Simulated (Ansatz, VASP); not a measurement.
# Al3RuN in VASP and in Ansatz

```xyz
5
Lattice="3.6220 0.0000 0.0000 0.0000 3.6220 0.0000 0.0000 0.0000 5.3762" Properties=species:S:1:pos:R:3 pbc="T T T"
Al    0.0000    0.0000    0.2070
Al    1.8110    0.0000    2.9993
Al    0.0000    1.8110    2.9993
Ru    1.8110    1.8110    4.7112
N     0.0000    0.0000    2.1271
```

Alike in both runs: functional PBE; k mesh 8 × 8 × 6; occupations gaussian, width 0.1 eV; no spin polarisation.

Ansatz relaxed the structure, and its values are those at the end. VASP's run is a single point on that final structure, the one shown.

```csv
,VASP,Ansatz
version,VASP 6.6.1,Ansatz 0.2.0
potentials or method,"VASP PAW PBE potentials, release 64 (Al, Ru_pv, N), cutoff 520 eV","scalar-relativistic, plane waves, PAW"
valence electrons in the cell,28,30
```

|  | VASP | Ansatz | Ansatz less VASP |
| --- | --- | --- | --- |
| gap on the k mesh at the Fermi level (eV) | none | none | - |
| pressure (GPa) | -0.1 | 0.0 | +0.08 |
| rms of the force components (eV/Å) | 0.004 | 0.001 | -0.0035 |

A gap of «none» marks a metal or a gap that the smearing closes. VASP's potentials hold 28 valence electrons a cell and Ansatz's 30, so a difference there can come from the potentials and not from the codes.
